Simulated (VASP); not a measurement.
Runs of VASP 6.6.1 on Rb. The structure is that of space group Im-3m (No. 229), or close to it. The cells are those of the table. 

| cell | gap on the mesh (eV) | pressure (GPa) |
| --- | --- | --- |
| a = 4.714 Å, angles 109.5°, 1 atom | none | (a) |
| a = 4.763 Å, angles 110.3, 110.3, 107.8°, 1 atom | none | 0.1 |
| a = 4.836 Å, angles 109.1, 109.1, 110.3°, 1 atom | none | 0.0 |
| a = 4.812 Å, angles 109.9, 109.9, 108.7°, 1 atom | none | 0.0 |
| a = 4.763 Å, angles 109.1, 109.1, 110.3°, 1 atom | none | 0.1 |
| a = 5.006 Å, angles 109.5°, 1 atom | none | -0.3 |
| a = 4.885 Å, angles 109.9, 109.9, 108.7°, 1 atom | none | -0.1 |
| a = 4.812 Å, angles 108.7, 108.7, 111.1°, 1 atom | none | 0.0 |

Alike in all rows: task single point; level PBEsol; potentials or basis VASP PAW PBE potentials, release 64 (Rb_sv); no spin polarisation; k mesh 12 × 12 × 12; cutoff (eV) 520; smearing gaussian 0.15 eV.

**Question.** Estimate the missing entries.

**Answer.** (a) 0.2.

Caveats: the PAW data sets were made with another functional, which shifts forces and pressure a little.

A k mesh can miss the band edges, and the runs leave out spin-orbit coupling on Rb.

A gap of «none» marks levels without a gap at the run's occupations.
